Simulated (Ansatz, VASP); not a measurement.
# One calculation of AlN, two programs

```
Al N
1.0
     3.26667    0.00000    0.00000
    -1.63333    2.82902    0.00000
     0.00000    0.00000    4.10469
Al N
2 2
Direct
  0.33333 0.66667 0.25000
  0.66667 0.33333 0.75000
  0.66667 0.33333 0.25000
  0.33333 0.66667 0.75000
```

Change from the starting cell: hydrostatic strain -0.8%.

Alike in both runs: task single point; functional HSE06; k mesh 6 × 6 × 4; no spin polarisation.

```csv
,VASP,Ansatz
version,VASP 6.6.1,Ansatz 0.2.0
potentials or method,"VASP PAW PBE potentials, release 64 (Al, N)","plane waves, PAW"
plane-wave cutoff (eV),520,420
occupations,"gaussian, width 0.01 eV",fixed
valence electrons in the cell,16,16
```

```csv
,VASP,Ansatz,Ansatz less VASP
gap on the k mesh at the Fermi level (eV),4.94,4.93,-0.007
pressure (GPa),4.8,4.9,+0.04
"traceless stress, the component that is largest in VASP (GPa)",-0.18,-0.63,-0.448
```

Ansatz's warnings: stress exchange threshold loose, stress scf threshold loose.
